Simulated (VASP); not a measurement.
LiH: single point with HSE06

Crystal: LiH.

```
Li H
1.0
     0.00000    2.00299    2.00299
     2.00299    0.00000    2.00299
     2.00299    2.00299    0.00000
Li H
1 1
Direct
  0.00000 0.00000 0.00000
  0.50000 0.50000 0.50000
```

```json
{
  "Program": "VASP 6.6.1",
  "Task": "single point",
  "Functional": "HSE06",
  "Potentials or basis": "VASP PAW PBE potentials, release 64 (Li_sv, H)",
  "Cutoff": "520 eV",
  "k mesh": "8 × 8 × 8",
  "Occupations": "gaussian, width 0.01 eV",
  "Spin": "no spin polarisation",
  "Dipole correction": "no",
  "Grid for exact exchange (PRECFOCK)": "Normal",
  "Further INCAR settings": "ALGO = Normal; EDIFF = 1e-06; NBANDS = 9",
  "Share of exact exchange": "0.25",
  "Screening parameter": "0.2079 1/Å"
}
```

| Item | Value |
| --- | --- |
| Band gap on the k mesh | 3.97 eV |

Levels at points of the mesh, in eV from the valence-band top:
| k point | band 1 | band 2 | band 3 | band 4 | band 5 | band 6 | band 7 |
| --- | --- | --- | --- | --- | --- | --- | --- |
| (0.00, 0.00, 0.00) | -47.29 | -6.08 | 17.97 | 19.49 | 19.49 | 19.49 | 24.10 |
| (0.50, 0.00, 0.00) | -47.23 | -2.88 | 5.97 | 15.27 | 18.03 | 18.03 | 20.63 |
| (0.50, 0.50, 0.00) | -47.22 | 0.00 | 3.97 | 12.18 | 12.18 | 15.29 | 18.96 |

It took 2.6 min on 1 thread of Intel(R) Xeon(R) Platinum 8259CL CPU @ 2.50GHz (Skylake/Cascade Lake), with other jobs on the host, peak memory 0.24 GiB.

 A k mesh can miss the band edges.
